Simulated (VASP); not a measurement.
# Al2Cu (Fm-3m) in VASP: further runs

The runs below take Al2Cu through elastic constants, vibrations by perturbation theory, with LDA.

All numbers are computed with VASP 6.6.1; they aren't measurements. Logs are shortened: lines on timing, memory, paths and dates and some standing lists are left out, and cuts for length are marked.

### 1 The cell of the first run

The structure is cubic, space group Fm-3m (No. 225). The conventional cell has a = 5.554 Å, b = 5.554 Å, c = 5.554 Å, α = 90.00°, β = 90.00°, γ = 90.00°. Al (site symmetry -43m) has 4 Cu at 2.40 Å and 6 Al at 2.78 Å within 3.2 Å. Cu (site symmetry m-3m) has 8 Al at 2.40 Å within 3.2 Å.

### 2 Elastic constants, LDA

INCAR

```
PREC = Accurate
ENCUT = 600
EDIFF = 1E-8
ISMEAR = -1
SIGMA = 0.15
LREAL = False
LASPH = True
NELM = 100
ALGO = Normal
ISIF = 3
LWAVE = False
LCHARG = False
GGA = CA
NBANDS = 16
IBRION = 6
NFREE = 2
POTIM = 0.015
NSW = 1
```

KPOINTS

```
Automatic mesh
0
Gamma
  16 16 16
```

POSCAR

```
Al2Cu
1.0
   -1.9635277706      1.9635277706      2.7768476033
    1.9635277706     -1.9635277706      2.7768476033
    1.9635277706      1.9635277706     -2.7768476033
Al Cu
2 1
Direct
    0.7500000000      0.2500000000      0.5000000000
    0.2500000000      0.7500000000      0.5000000000
    0.5000000000      0.5000000000      0.0000000000
```

Potentials or basis: VASP PAW LDA potentials, release 64 (Al, Cu).

Command:

```console
> cat potpaw_LDA.64/Al/POTCAR potpaw_LDA.64/Cu/POTCAR > POTCAR
> mpirun -np 1 vasp_std > vasp.out
```

OUTCAR:

```text
PREC = Accurate
   ENCUT = 600
   EDIFF = 1E-8
   ISMEAR = -1
   LREAL = False
   LASPH = True
   NELM = 100
   ISIF = 3
   GGA = CA
   IBRION = 6
   NFREE = 2
   POTIM = 0.015
   NSW = 1

 ion  position               nearest neighbor table
   1  0.750  0.250  0.500-   3 2.40   3 2.40   3 2.40   3 2.40   2 2.78   2 2.78   2 2.78   2 2.78
                             2 2.78   2 2.78
   2  0.250  0.750  0.500-   3 2.40   3 2.40   3 2.40   3 2.40   1 2.78   1 2.78   1 2.78   1 2.78
                             1 2.78   1 2.78
   3  0.500  0.500  0.000-   1 2.40   2 2.40   1 2.40   2 2.40   2 2.40   1 2.40   2 2.40   1 2.40

  LATTYP: Found a face centered cubic cell.
 ALAT       =     5.5536952066

  Lattice vectors:

 A1 = (   1.9635277706,  -1.9635277706,  -2.7768476033)
 A2 = (   1.9635277706,   1.9635277706,  -2.7768476033)
 A3 = (   3.9270555412,   0.0000000000,   0.0000000000)

Analysis of symmetry for initial positions (statically):
=====================================================================
 Subroutine PRICEL returns:
 Original cell was already a primitive cell.

 Routine SETGRP: Setting up the symmetry group for a
 face centered cubic supercell.

 Subroutine GETGRP returns: Found 48 space group operations
 (whereof 48 operations were pure point group operations)
 out of a pool of 48 trial point group operations.

The static configuration has the point symmetry O_h .

Analysis of symmetry for dynamics (positions and initial velocities):
=====================================================================
 Subroutine PRICEL returns:
 Original cell was already a primitive cell.

 Routine SETGRP: Setting up the symmetry group for a
 face centered cubic supercell.

 Subroutine GETGRP returns: Found 48 space group operations
 (whereof 48 operations were pure point group operations)
 out of a pool of 48 trial point group operations.

[... 356 lines left out ...]
      1      -2.9170      2.00000
      2       2.8857      2.00000
      3       2.8859      2.00000
      4       2.8859      2.00000
      5       3.5049      2.00000
      6       3.5050      2.00000
[... 433 lines left out ...]
      3       2.8979      2.00000
      4       2.8981      2.00000
      5       3.4907      2.00000
      6       3.5121      2.00000
[... 8 lines left out ...]
     15      15.4950      0.00000
     16      15.4956      0.00000

 [... further k-points ...]
[... 5 lines left out ...]
  --------------------------------------------------------------------------------------
  -------------------------------------------------------------------------------------
  Total        2.2452411      2.2387394      2.2437440      0.0000000      0.0000000      0.0000000
  in kB       84.0015742     83.7583283     83.9455630      0.0000000      0.0000000      0.0000000
  external PRESSURE =      83.9018218 kB  Pullay stress =       0.0000000 kB
[... 18 lines left out ...]
  FREE ENERGIE OF THE ION-ELECTRON SYSTEM (eV)
  ---------------------------------------------------
  free  energy   TOTEN  =       -13.6609369964 eV

  energy  without entropy=      -13.6025769680  energy(sigma->0) =      -13.63175698

 INTERNAL STRAIN TENSORS FROM STRAINED CELLS
 ============================================

 INTERNAL STRAIN TENSOR FOR ION    1 for displacements in x,y,z  (eV/Angst):
          X           Y           Z          XY          YZ          ZX
  --------------------------------------------------------------------------------
  x     0.00000     0.00000    -0.00000    -0.00000    -0.00000    -6.74297
  y    -0.00000     0.00000     0.00000     0.00000     6.74359     0.00000
  z    -6.75962     6.75928    -0.00000    -0.00002     0.00004     0.00027

 INTERNAL STRAIN TENSORS FROM DISPLACED ATOMS
 ============================================

 INTERNAL STRAIN TENSOR FOR ION    1 for displacements in x,y,z  (eV/Angst):
          X           Y           Z          XY          YZ          ZX
  --------------------------------------------------------------------------------
  x     0.00000    -0.00000     0.00000     0.00000     0.00000    -6.76525
  y    -0.00000     0.00000     0.00000     0.00000     6.76525     0.00000
  z    -6.76525     6.76525    -0.00000     0.00000     0.00000     0.00000

 INTERNAL STRAIN TENSOR FOR ION    3 for displacements in x,y,z  (eV/Angst):
          X           Y           Z          XY          YZ          ZX
  --------------------------------------------------------------------------------
  x     0.00000     0.00000     0.00000     0.00000     0.00000     0.00000
  y     0.00000     0.00000     0.00000     0.00000     0.00000     0.00000
  z     0.00000     0.00000     0.00000     0.00000     0.00000     0.00000

 Eigenvectors and eigenvalues of the dynamical matrix
 ----------------------------------------------------

   1 f  =    9.916404 THz    62.306605 2PiTHz  330.775640 cm-1    41.010934 meV
             X         Y         Z           dx          dy          dz
     -0.000000  1.963528  1.388424     0.000006    0.000004   -0.707107
      1.963528 -0.000000  1.388424    -0.000006   -0.000004    0.707107
      0.000000  0.000000  2.776848    -0.000000    0.000000    0.000000
[... 43 lines left out ...]
   9 f/i=    0.010814 THz     0.067945 2PiTHz    0.360707 cm-1     0.044722 meV
             X         Y         Z           dx          dy          dz
     -0.000000  1.963528  1.388424     0.211176    0.429442   -0.000000
      1.963528 -0.000000  1.388424     0.211176    0.429442   -0.000000
      0.000000  0.000000  2.776848     0.324862    0.660631    0.000000

--------------------------------------------------------------------------------------------------------

 ELASTIC MODULI CONTR FROM IONIC RELAXATION (kBar)
 Direction    XX          YY          ZZ          XY          YZ          ZX
 --------------------------------------------------------------------------------
 XX        -315.4689    315.4689     -0.0000     -0.0000     -0.0000      0.0000
 YY         315.4689   -315.4689      0.0000      0.0000      0.0000     -0.0000
 ZZ          -0.0000      0.0000     -0.0000     -0.0000     -0.0000      0.0000
 XY          -0.0000      0.0000     -0.0000     -0.0000     -0.0000      0.0000
 YZ          -0.0000      0.0000     -0.0000     -0.0000   -315.4689      0.0000
 ZX           0.0000     -0.0000      0.0000      0.0000      0.0000   -315.4689
 --------------------------------------------------------------------------------

 TOTAL ELASTIC MODULI (kBar)
 Direction    XX          YY          ZZ          XY          YZ          ZX
 --------------------------------------------------------------------------------
 XX        2350.3058    814.1442    946.5697     -0.0000     -0.0000      0.0000
 YY         814.1442   2350.3058    946.5697      0.0000      0.0000     -0.0000
 ZZ         946.5697    946.5697   2217.8803     -0.0000     -0.0000      0.0000
 XY          -0.0000     -0.0000      0.0000    635.6553     -0.0000      0.0000
 YZ          -0.0000      0.0000      0.0000     -0.0000    768.0808      0.0000
 ZX           0.0000     -0.0000      0.0000     -0.0000      0.0000    768.0808
 --------------------------------------------------------------------------------
```

Run time: 73 min. Hardware: 1 thread of AMD EPYC 9R45 (Zen 5), shared host; peak memory 1.3 GiB.

Results:

- Voigt bulk modulus: 137 GPa
- Highest phonon frequency at Γ: 331 cm⁻¹

Phonon frequencies in cm⁻¹ (negative: imaginary):
```tsv
q point	frequencies
(0.000, 0.000, 0.000)	0 0 0 302 302 302 331 331 331
```

Elastic tensor in Voigt notation (GPa, in the Cartesian axes of the cell as first typed):
```
235  81  95   0   0   0
 81 235  95   0   0   0
 95  95 222   0   0   0
  0   0   0  77   0   0
  0   0   0   0  77   0
  0   0   0   0   0  64
```

Clamped-ion elastic tensor (GPa):
```
267  50  95   0   0   0
 50 267  95   0   0   0
 95  95 222   0   0   0
  0   0   0 108   0   0
  0   0   0   0 108   0
  0   0   0   0   0  64
```

Caveat: the cell is under stress, which shifts elastic constants.

### 3 Vibrations by perturbation theory, LDA

This run uses another cell than the first one, of 14.82 Å³/atom.

INCAR

```
SYSTEM = Al2Cu
  ALGO = Normal
  EDIFF = 1E-8
  ENCUT = 520
  IBRION = 8
  ISIF = 2
  ISMEAR = -1
  LASPH = .TRUE.
  LCHARG = .TRUE.
  LREAL = .FALSE.
  LWAVE = .FALSE.
  NELM = 80
  NSW = 1
  PREC = Accurate
  SIGMA = 0.15
```

KPOINTS

```
k-points
0
G
  14 14 14
  0 0 0
```

POSCAR

```
Al2Cu
1.0
   -1.9880672432      1.9880672432      2.8115516582
    1.9880672432     -1.9880672432      2.8115516582
    1.9880672432      1.9880672432     -2.8115516582
Al Cu
2 1
Direct
    0.7500000000      0.2500000000      0.5000000000
    0.2500000000      0.7500000000      0.5000000000
    0.5000000000      0.5000000000      0.0000000000
```

Potentials or basis: VASP PAW LDA potentials, release 64 (Al, Cu).

Command:

```console
> cat potpaw_LDA.64/Al/POTCAR potpaw_LDA.64/Cu/POTCAR > POTCAR
> mpirun -np 1 vasp_std > vasp.out
```

OUTCAR:

```text
SYSTEM = Al2Cu
   EDIFF = 1E-8
   ENCUT = 520
   IBRION = 8
   ISIF = 2
   ISMEAR = -1
   LASPH = .TRUE.
   LREAL = .FALSE.
   NELM = 80
   NSW = 1
   PREC = Accurate

 ion  position               nearest neighbor table
   1  0.750  0.250  0.500-   3 2.43   3 2.43   3 2.43   3 2.43   2 2.81   2 2.81   2 2.81   2 2.81
                             2 2.81   2 2.81
   2  0.250  0.750  0.500-   3 2.43   3 2.43   3 2.43   3 2.43   1 2.81   1 2.81   1 2.81   1 2.81
                             1 2.81   1 2.81
   3  0.500  0.500  0.000-   1 2.43   2 2.43   1 2.43   2 2.43   2 2.43   1 2.43   2 2.43   1 2.43

  LATTYP: Found a face centered cubic cell.
 ALAT       =     5.6231033164

  Lattice vectors:

 A1 = (   1.9880672432,  -1.9880672432,  -2.8115516582)
 A2 = (   1.9880672432,   1.9880672432,  -2.8115516582)
 A3 = (   3.9761344864,   0.0000000000,   0.0000000000)

Analysis of symmetry for initial positions (statically):
=====================================================================
 Subroutine PRICEL returns:
 Original cell was already a primitive cell.

 Routine SETGRP: Setting up the symmetry group for a
 face centered cubic supercell.

 Subroutine GETGRP returns: Found 48 space group operations
 (whereof 48 operations were pure point group operations)
 out of a pool of 48 trial point group operations.

The static configuration has the point symmetry O_h .

Analysis of symmetry for dynamics (positions and initial velocities):
=====================================================================
 Subroutine PRICEL returns:
 Original cell was already a primitive cell.

 Routine SETGRP: Setting up the symmetry group for a
 face centered cubic supercell.

[... 555 lines left out ...]

  energy  without entropy=      -13.6606503050  energy(sigma->0) =      -13.69071493

[... ionic steps 2 to 9 ...]

--------------------------------------- Ionic step       10  -------------------------------------------

 Free energy of the ion-electron system (eV)
  ---------------------------------------------------
  ---------------------------------------------------
  free energy    TOTEN  =        -0.24308958 eV

  energy without entropy =       -0.24308958

------------------------ aborting loop because EDIFF is reached ----------------------------------------

 INTERNAL STRAIN TENSOR  FOR ION    3  DIRECTION 1   (eV/Angst):
 -----------------------------------------------------------------------------
     0.00168  0.00000  0.00000
     0.00000  0.00398  0.00000
     0.00000  0.00000  0.00185

 INTERNAL STRAIN TENSOR FOR ION    3 for displacements in x,y,z  (eV/Angst):
          X           Y           Z          XY          YZ          ZX
  --------------------------------------------------------------------------------
  x     0.00000     0.00000     0.00000     0.00000     0.00000     0.00000
  y     0.00000     0.00000     0.00000     0.00000     0.00000     0.00000
  z     0.00000     0.00000     0.00000     0.00000     0.00000     0.00000

 SECOND DERIVATIVES (NOT SYMMETRIZED)
 ------------------------------------
               1X          1Y          1Z          2X          2Y          2Z          3X          3Y          3Z
  1X    -6.895765    0.000000   -0.000000    2.571864    0.000000   -0.000000    4.323902    0.000000    0.000000
  1Y     0.000000   -6.895765   -0.000000    0.000000    2.571864   -0.000000    0.000000    4.323902   -0.000000
  1Z    -0.000000   -0.000000   -6.895765   -0.000000    0.000000    2.571864    0.000000    0.000000    4.323902
  2X     2.571864    0.000000   -0.000000   -6.895765    0.000000   -0.000000    4.323902    0.000000    0.000000
  2Y     0.000000    2.571864   -0.000000    0.000000   -6.895765   -0.000000    0.000000    4.323902   -0.000000
  2Z    -0.000000    0.000000    2.571864   -0.000000   -0.000000   -6.895765    0.000000    0.000000    4.323902
  3X     4.374537   -0.000000    0.000000    4.374537   -0.000000    0.000000   -8.749073    0.000000    0.000000
  3Y     0.000000    4.374537    0.000000    0.000000    4.374537    0.000000    0.000000   -8.749073    0.000000
  3Z    -0.000000   -0.000000    4.374537   -0.000000   -0.000000    4.374537   -0.000000    0.000000   -8.749073

 Eigenvectors and eigenvalues of the dynamical matrix
 ----------------------------------------------------

   1 f  =    9.260668 THz    58.186494 2PiTHz  308.902637 cm-1    38.299029 meV
             X         Y         Z           dx          dy          dz
     -0.000000  1.988067  1.405776     0.707107    0.000002   -0.000001
      1.988067 -0.000000  1.405776    -0.707107   -0.000002    0.000001
      0.000000  0.000000  2.811552    -0.000000    0.000000    0.000000
[... 43 lines left out ...]
   9 f/i=    0.024766 THz     0.155607 2PiTHz    0.826091 cm-1     0.102422 meV
             X         Y         Z           dx          dy          dz
     -0.000000  1.988067  1.405776    -0.390394    0.277567   -0.040071
      1.988067 -0.000000  1.405776    -0.390394    0.277567   -0.040071
      0.000000  0.000000  2.811552    -0.595647    0.423501   -0.061139

--------------------------------------------------------------------------------------------------------

 ELASTIC MODULI CONTR FROM IONIC RELAXATION (kBar)
 Direction    XX          YY          ZZ          XY          YZ          ZX
 --------------------------------------------------------------------------------
 XX        -241.0779    241.0779     -0.0000     -0.0000     -0.0000     -0.0000
 YY         241.0779   -241.0779      0.0000      0.0000      0.0000      0.0000
 ZZ          -0.0000      0.0000     -0.0000     -0.0000     -0.0000     -0.0000
 XY          -0.0000      0.0000     -0.0000     -0.0000      0.0000     -0.0000
 YZ          -0.0000      0.0000     -0.0000      0.0000   -241.0779     -0.0000
 ZX          -0.0000      0.0000     -0.0000     -0.0000     -0.0000   -241.0779
 --------------------------------------------------------------------------------
```

Run time: 20 min. Hardware: 1 thread of Intel Xeon 8259CL, shared host; peak memory 0.9 GiB.

What came out:

* Highest phonon frequency at Γ: 309 cm⁻¹

Phonon frequencies in cm⁻¹ (negative: imaginary):
```csv
q point,frequencies
"(0.000, 0.000, 0.000)",-1 -1 -1 285 285 285 309 309 309
```

Caveat: the cell stands under pressure or tension, which shifts response properties.
